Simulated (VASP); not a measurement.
# Zn4SO3 (P-4m2) in VASP: further runs

Zn4SO3 is run at these levels: PBE; tasks: relaxation of shape and atoms at fixed volume.

All numbers are computed with VASP 6.6.1; they aren't measurements. Logs are shortened: lines on timing, memory, paths and dates and some standing lists are left out, and cuts for length are marked.

## Step 1: The cell of the first run

It takes space group P-4m2 (No. 115, tetragonal). The conventional cell has a = 3.424 Å, b = 3.424 Å, c = 9.256 Å, α = 90.00°, β = 90.00°, γ = 90.00°. Within 2.7 Å of Zn (site symmetry 2mm) lie 2 O at 2.02 Å and 2 S at 2.27 Å. Within 2.6 Å of Zn (site symmetry 2mm) lie 4 O at 2.00 Å. S (site symmetry -4m2) has 4 Zn at 2.27 Å within 3.0 Å. O (site symmetry 2mm) has 4 Zn at 2.00 to 2.02 Å within 2.7 Å. Within 2.6 Å of O (site symmetry -4m2) lie 4 Zn at 2.00 Å.

## Step 2: Relaxation of shape and atoms at fixed volume, PBE (13.56 Å³/atom)

File INCAR:

```
ALGO     = Normal         # electronic algorithm
EDIFF    = 1E-6           # SCF threshold, eV
EDIFFG   = -0.01          # ionic threshold
ENCUT    = 600            # plane-wave cutoff, eV
GGA      = PE             # functional
IBRION   = 2              # ionic algorithm
ISIF     = 4              # what is computed and relaxed
ISMEAR   = 0              # smearing method
LASPH    = True           # aspherical terms in the spheres
LCHARG   = False          # write CHGCAR
LREAL    = False          # projectors in reciprocal space
LWAVE    = False          # write WAVECAR
NELM     = 100            # most SCF steps
NSW      = 50             # ionic steps
PREC     = Accurate       # precision mode
SIGMA    = 0.01           # smearing width, eV
```

File KPOINTS:

```
k-points
0
Gamma
  10 10 4
```

File POSCAR:

```
Zn4SO3
1.0
    3.4239002293      0.0000000000      0.0000000000
    0.0000000000      3.4239002293      0.0000000000
    0.0000000000      0.0000000000      9.2561934228
Zn S O
4 1 3
Direct
    0.5000000000      0.0000000000      0.6608290000
    0.0000000000      0.5000000000      0.8883400000
    0.5000000000      0.0000000000      0.1116600000
    0.0000000000      0.5000000000      0.3391710000
    0.5000000000      0.5000000000      0.5000000000
    0.0000000000      0.0000000000      0.7761440000
    0.5000000000      0.5000000000      0.0000000000
    0.0000000000      0.0000000000      0.2238560000
```

Potentials or basis: VASP PAW PBE potentials, release 64 (Zn, S, O).

Started as:

```console
> cat potpaw_PBE.64/Zn/POTCAR potpaw_PBE.64/S/POTCAR potpaw_PBE.64/O/POTCAR > POTCAR
> mpirun -np 1 vasp_std > vasp.out
```

OUTCAR:

```text
EDIFF = 1E-6
   EDIFFG = -0.01
   ENCUT = 600
   GGA = PE
   IBRION = 2
   ISIF = 4
   ISMEAR = 0
   LASPH = True
   LREAL = False
   NELM = 100
   NSW = 50
   PREC = Accurate

 ion  position               nearest neighbor table
   1  0.500  0.000  0.661-   6 2.02   6 2.02   5 2.27   5 2.27
   2  0.000  0.500  0.888-   7 2.00   7 2.00   6 2.00   6 2.00
   3  0.500  0.000  0.112-   7 2.00   7 2.00   8 2.00   8 2.00
   4  0.000  0.500  0.339-   8 2.02   8 2.02   5 2.27   5 2.27
   5  0.500  0.500  0.500-   1 2.27   4 2.27   1 2.27   4 2.27
   6  0.000  0.000  0.776-   2 2.00   2 2.00   1 2.02   1 2.02
   7  0.500  0.500  0.000-   2 2.00   3 2.00   3 2.00   2 2.00
   8  0.000  0.000  0.224-   3 2.00   3 2.00   4 2.02   4 2.02

  LATTYP: Found a simple tetragonal cell.
 ALAT       =     3.4239002293
 C/A-ratio  =     2.7034062919

  Lattice vectors:

 A1 = (   3.4239002293,   0.0000000000,   0.0000000000)
 A2 = (   0.0000000000,   3.4239002293,   0.0000000000)
 A3 = (   0.0000000000,   0.0000000000,   9.2561934228)

Analysis of symmetry for initial positions (statically):
=====================================================================
 Subroutine PRICEL returns:
 Original cell was already a primitive cell.

 Routine SETGRP: Setting up the symmetry group for a
 simple tetragonal supercell.

 Subroutine GETGRP returns: Found  8 space group operations
 (whereof  8 operations were pure point group operations)
 out of a pool of 16 trial point group operations.

The static configuration has the point symmetry D_2d.

Analysis of symmetry for dynamics (positions and initial velocities):
=====================================================================
 Subroutine PRICEL returns:
 Original cell was already a primitive cell.

 Routine SETGRP: Setting up the symmetry group for a
 simple tetragonal supercell.

 Subroutine GETGRP returns: Found  8 space group operations
 (whereof  8 operations were pure point group operations)
 out of a pool of 16 trial point group operations.

The dynamic configuration has the point symmetry D_2d.

 Subroutine INISYM returns: Found  8 space group operations
 (whereof  8 operations are pure point group operations),
 and found     1 'primitive' translations

----------------------------------------------------------------------------------------

                                     Primitive cell

[... 104 lines left out ...]
   EDIFFG = -.1E-01   stopping-criterion for IOM
   NSW    =     50    number of steps for IOM
   IBRION =      2    ionic relax: 0-MD 1-quasi-New 2-CG
   NFREE  =      1    steps in history (QN), initial steepest desc. (CG)
   ISIF   =      4    stress and relaxation
   ISYM   =      2    0-nonsym 1-usesym 2-fastsym
   POTIM  = 0.5000    time-step for ionic-motion
   TEBEG  =    0.0;   TEEND  =   0.0 temperature during run
   PSTRESS=    0.0 pullay stress
   NELECT =      72.0000    total number of electrons
   NUPDOWN=      -1.0000    fix difference up-down
   EMIN   =  10.00;   EMAX   =-10.00  energy-range for DOS
   EFERMI =   0.00;   METHOD = LEGACY
   ISMEAR =     0;   SIGMA  =   0.01  broadening in eV -4-tet -1-fermi 0-gaus
   EFERMI_NEDOS =   21; number of points for ismear=-14 and -15
   IALGO  =     38    algorithm
   IMIX   =      4    mixing-type and parameters
     AMIX     =   0.40;   BMIX     =  1.00
     AMIX_MAG =   1.60;   BMIX_MAG =  1.00
  volume/ion in A,a.u.               =      13.56        91.53
  Fermi-wavevector in a.u.,A,eV,Ry     =   1.427888  2.698317 27.740428  2.038864
  Thomas-Fermi vector in A             =   2.548009
   LORBIT       =      0    0 simple, 1 ext, 2 COOP (PROOUT), +10 PAW based schemes
   GGA     = PE    functional components
   LHFCALC =     F    Hartree Fock is set to
   AEXX    =    0.0000 exact exchange contribution
   IVDW    =     0    specifies the selected vdW correction
   LEPSILON=     F    determine dielectric tensor
   LRPA    =     F    only Hartree local field effects (RPA)
 conjugate gradient relaxation of ions
 non-spin polarized calculation
 Gauss-broadening in eV      SIGMA  =   0.01
  energy-cutoff  :      600.00
  volume of cell :      108.51
 maximum number of plane-waves:      3648
 NGX is ok and might be reduce to    28
   NGX = 13   NGY = 13   NGZ = 37

--------------------------------------- Ionic step        1  -------------------------------------------

 number of electron      71.9999966 magnetization

 Free energy of the ion-electron system (eV)
  ---------------------------------------------------
  ext. energy  EPLUGINS =         0.00000000
  ---------------------------------------------------
  free energy    TOTEN  =       -33.03993637 eV

  energy without entropy =      -33.03993637  energy(sigma->0) =      -33.03993637

------------------------ aborting loop because EDIFF is reached ----------------------------------------

  FORCE on cell =-STRESS in cart. coord.  units (eV):
  Direction    XX          YY          ZZ          XY          YZ          ZX
  --------------------------------------------------------------------------------------
  -------------------------------------------------------------------------------------
  Total        2.8056753      2.8056753      2.4733977      0.0000000      0.0000000      0.0000000
  in kB       41.4260350     41.4260350     36.5199275      0.0000000      0.0000000      0.0000000
  external PRESSURE =      39.7906658 kB  Pullay stress =       0.0000000 kB
[... 323 lines left out ...]
--------------------------------------- Ionic step        9  -------------------------------------------

 number of electron      71.9999972 magnetization

 Free energy of the ion-electron system (eV)
  ---------------------------------------------------
  ext. energy  EPLUGINS =         0.00000000
  ---------------------------------------------------
  free energy    TOTEN  =       -33.04150156 eV

  energy without entropy =      -33.04150156  energy(sigma->0) =      -33.04150156

 E-fermi :   2.2491     XC(G=0): -10.6150

 val. band max:        2.1294493114   @ k =   0.5000   0.0000   0.0000
 cond. band min:       2.3805240980   @ k =   0.0000   0.0000   0.0000
 fundamental gap:      0.2510747865
 Fermi energy:         2.2491120721

 k-point     1 :       0.0000    0.0000    0.0000
  band No.  band energies     occupation
      1     -16.2924      2.00000
      2     -15.9219      2.00000
      3     -15.5901      2.00000
      4     -10.9324      2.00000
      5      -4.6286      2.00000
      6      -4.5315      2.00000
[... 1093 lines left out ...]
     42       9.3938      0.00000
     43      10.1325      0.00000

 [... further k-points ...]
[... 5 lines left out ...]
  --------------------------------------------------------------------------------------
  -------------------------------------------------------------------------------------
  Total        2.6869359      2.6869359      2.6930750      0.0000000      0.0000000      0.0000000
  in kB       39.6728372     39.6728372     39.7634817      0.0000000      0.0000000      0.0000000
  external PRESSURE =      39.7030520 kB  Pullay stress =       0.0000000 kB
[... 23 lines left out ...]
  FREE ENERGIE OF THE ION-ELECTRON SYSTEM (eV)
  ---------------------------------------------------
  free  energy   TOTEN  =       -33.0415015566 eV

  energy  without entropy=      -33.0415015566  energy(sigma->0) =      -33.04150156

 reached required accuracy - stopping structural energy minimisation
```

OSZICAR:

```text
N       E                     dE             d eps       ncg     rms          rms(c)
DAV:   1     0.757427383083E+03    0.75743E+03   -0.38224E+04  5426   0.256E+03
DAV:   2     0.807670142964E+02   -0.67666E+03   -0.65417E+03  5554   0.567E+02
[... 65 lines left out ...]
       N       E                     dE             d eps       ncg     rms          rms(c)
DAV:   1    -0.330414787013E+02   -0.20289E-04   -0.37432E-02  5418   0.107E+00    0.470E-02
DAV:   2    -0.330415123626E+02   -0.33661E-04   -0.52336E-04  6068   0.158E-01    0.292E-02
DAV:   3    -0.330415039327E+02    0.84298E-05   -0.80760E-06  6766   0.335E-02    0.148E-02
DAV:   4    -0.330415013936E+02    0.25391E-05   -0.69074E-06  5919   0.229E-02    0.284E-03
DAV:   5    -0.330415015566E+02   -0.16304E-06   -0.24579E-06  3887   0.129E-02
   9 F= -.33041502E+02 E0= -.33041502E+02  d E =-.424997E-04
```

Wall time 24 min (1 thread of Oxide Virtual Turin-like, shared host); peak memory 0.4 GiB.

Results:

| Quantity | Value |
| --- | --- |
| Free energy | -33.0415 eV |
| Energy gained by relaxing | 0.2 meV/atom |
| Ionic steps | 9 |
| Pressure after relaxing | 4.0 GPa |
| Largest force after relaxing | 0.004 eV/Å |
| Band gap on the k mesh | 0.25 eV (least direct gap 0.35 eV) |

Forces on the atoms (eV/Å):
```
Zn   0.000  0.000  0.004
Zn   0.000  0.000  0.004
Zn   0.000  0.000 -0.004
Zn   0.000  0.000 -0.004
S    0.000  0.000  0.000
O    0.000  0.000  0.002
O    0.000  0.000  0.000
O    0.000  0.000 -0.002
```

Step by step:
```
step  energy change (eV)  largest force (eV/Å)  pressure (GPa)  volume (Å³)
   1              0.0000                0.0171            3.98       108.51
   2             -0.0004                0.0042            4.06       108.51
   3             -0.0010                0.0505            4.08       108.51
   4             -0.0013                0.0175            4.04       108.51
   5             -0.0013                0.0280            4.01       108.51
   6             -0.0013                0.0319            4.03       108.51
   7             -0.0015                0.0198            3.98       108.51
   8             -0.0015                0.0174            3.96       108.51
   9             -0.0016                0.0044            3.97       108.51
```

Final structure:
```
CELL_PARAMETERS angstrom
3.44092 0.00000 0.00000
0.00000 3.44092 0.00000
0.00000 0.00000 9.16484
ATOMIC_POSITIONS crystal
Zn 0.50000 0.00000 0.66119
Zn 0.00000 0.50000 0.88840
Zn 0.50000 0.00000 0.11160
Zn 0.00000 0.50000 0.33881
S 0.50000 0.50000 0.50000
O 0.00000 0.00000 0.77651
O 0.50000 0.50000 0.00000
O 0.00000 0.00000 0.22349
```

Caveat: semilocal functionals underestimate gaps, and a narrow one can read as zero. A k mesh can miss the band edges.

## Step 3: Relaxation of shape and atoms at fixed volume, PBE (12.31 Å³/atom)

This run uses another cell than the first one, of 12.31 Å³/atom.

File INCAR:

```
SYSTEM = Zn4SO3
PREC     = Accurate       ! precision mode
ENCUT    = 600            ! plane-wave cutoff, eV
EDIFF    = 1E-6           ! SCF threshold, eV
ISMEAR   = 0              ! smearing method
SIGMA    = 0.01           ! smearing width, eV
LREAL    = .False.        ! projectors in reciprocal space
LASPH    = .True.         ! aspherical terms in the spheres
NELM     = 100            ! most SCF steps
ALGO     = Normal         ! electronic algorithm
ISIF     = 4              ! what is computed and relaxed
LWAVE    = .False.        ! write WAVECAR
LCHARG   = .False.        ! write CHGCAR
GGA      = PE             ! functional
IBRION   = 2              ! ionic algorithm
NSW      = 50             ! ionic steps
EDIFFG   = -0.01          ! ionic threshold
```

File KPOINTS:

```
Automatic mesh
0
Gamma
  10 10 4
  0 0 0
```

File POSCAR:

```
Zn4SO3
1.0
    3.3775090623      0.0000000000      0.0000000000
    0.0000000000      3.3775090623      0.0000000000
    0.0000000000      0.0000000000      8.6296367543
Zn S O
4 1 3
Direct
    0.5000000000      0.0000000000      0.6641484551
    0.0000000000      0.5000000000      0.8893877080
    0.5000000000      0.0000000000      0.1106122920
    0.0000000000      0.5000000000      0.3358515449
    0.5000000000      0.5000000000      0.5000000000
    0.0000000000      0.0000000000      0.7788383967
    0.5000000000      0.5000000000      0.0000000000
    0.0000000000      0.0000000000      0.2211616033
```

Potentials or basis: VASP PAW PBE potentials, release 64 (Zn, S, O).

Started as:

```console
> cat potpaw_PBE.64/Zn/POTCAR potpaw_PBE.64/S/POTCAR potpaw_PBE.64/O/POTCAR > POTCAR
> mpirun -np 1 vasp_std > vasp.out
```

Run time: 40 min. Hardware: 1 thread of Oxide Virtual Turin-like, shared host; peak memory 0.37 GiB.

The run converged. Its results:

```yaml
Free_energy: -32.3846 eV
Energy_gained_by_relaxing: 2.8 meV/atom
Ionic_steps: 13
Pressure_after_relaxing: 16.3 GPa
Band_gap_on_the_k_mesh: 0.97 eV
```

Forces on the atoms (eV/Å):
```
Zn   0.000  0.000  0.002
Zn   0.000  0.000  0.003
Zn   0.000  0.000 -0.003
Zn   0.000  0.000 -0.002
S    0.000  0.000  0.000
O    0.000  0.000 -0.002
O    0.000  0.000  0.000
O    0.000  0.000  0.002
```

Stress tensor (GPa, compression positive):
```
16.30  0.00  0.00
 0.00 16.30  0.00
 0.00  0.00 16.40
```

Step by step:
```csv
step,energy change (eV),largest force (eV/Å),pressure (GPa),volume (Å³)
1,0.0000,0.0219,18.51,98.44
2,-0.0023,0.0106,18.52,98.44
3,-0.0069,0.0962,18.23,98.44
4,-0.0090,0.2595,17.72,98.44
5,-0.0103,0.2357,17.65,98.44
6,-0.0132,0.1659,17.38,98.44
7,-0.0147,0.2202,16.71,98.44
8,-0.0176,0.1548,16.62,98.44
9,-0.0206,0.1111,16.42,98.44
10,-0.0208,0.1275,16.41,98.44
11,-0.0221,0.0620,16.33,98.44
12,-0.0225,0.0305,16.31,98.44
13,-0.0227,0.0027,16.33,98.44
```

Final structure:
```yaml
crystal:
  lattice:
    - [3.48490, 0.00000, 0.00000]
    - [0.00000, 3.48490, 0.00000]
    - [0.00000, 0.00000, 8.10595]
  atoms:
    - { symbol: Zn, position: [0.50000, 0.00000, 0.66849] }
    - { symbol: Zn, position: [0.00000, 0.50000, 0.89081] }
    - { symbol: Zn, position: [0.50000, 0.00000, 0.10919] }
    - { symbol: Zn, position: [0.00000, 0.50000, 0.33151] }
    - { symbol: S, position: [0.50000, 0.50000, 0.50000] }
    - { symbol: O, position: [0.00000, 0.00000, 0.78277] }
    - { symbol: O, position: [0.50000, 0.50000, 0.00000] }
    - { symbol: O, position: [0.00000, 0.00000, 0.21723] }
```

Levels at points of the mesh, in eV from the valence-band top:
| k point | band 33 | band 34 | band 35 | band 36 | band 37 | band 38 | band 39 | band 40 |
| --- | --- | --- | --- | --- | --- | --- | --- | --- |
| (0.00, 0.00, 0.00) | -1.27 | -0.06 | 0.00 | 0.00 | 0.97 | 4.68 | 4.81 | 5.57 |
| (0.50, 0.00, 0.00) | -1.69 | -0.86 | -0.78 | -0.08 | 3.55 | 5.13 | 5.66 | 5.70 |
| (0.50, 0.50, 0.00) | -2.44 | -2.08 | -1.66 | -1.66 | 4.47 | 4.54 | 6.28 | 6.28 |
| (0.00, 0.00, 0.50) | -1.04 | -1.02 | -0.03 | -0.03 | 2.63 | 2.96 | 5.33 | 5.36 |
| (0.50, 0.00, 0.50) | -1.44 | -1.22 | -1.11 | -0.08 | 3.87 | 5.25 | 5.26 | 5.89 |
| (0.50, 0.50, 0.50) | -2.31 | -2.31 | -1.82 | -1.82 | 4.90 | 5.58 | 6.26 | 6.26 |
